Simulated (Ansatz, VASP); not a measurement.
**Two plane-wave programs on TiB2**

```
Ti B
1.0
     3.02920    0.00000    0.00000
    -1.51460    2.62336    0.00000
     0.00000    0.00000    3.22840
Ti B
1 2
Direct
  0.00000 0.00000 0.00000
  0.33333 0.66667 0.50000
  0.66667 0.33333 0.50000
```

Alike in both runs: task single point; functional RPBE; k mesh 8 × 8 × 7; occupations fermi-dirac, width 0.1 eV; no spin polarisation.

|  | VASP | Ansatz |
| --- | --- | --- |
| version | VASP 6.6.1 | Ansatz 0.2.0 |
| potentials or method | VASP PAW PBE potentials, release 64 (Ti_sv, B), cutoff 500 eV | plane waves, PAW |
| valence electrons in the cell | 18 | 18 |

|  | VASP | Ansatz | Ansatz less VASP |
| --- | --- | --- | --- |
| pressure (GPa) | 4.9 | 4.8 | -0.14 |
| traceless stress, the component that is largest in VASP (GPa) | -1.32 | -1.35 | -0.033 |

VASP's potentials were made for PBE, not for RPBE.
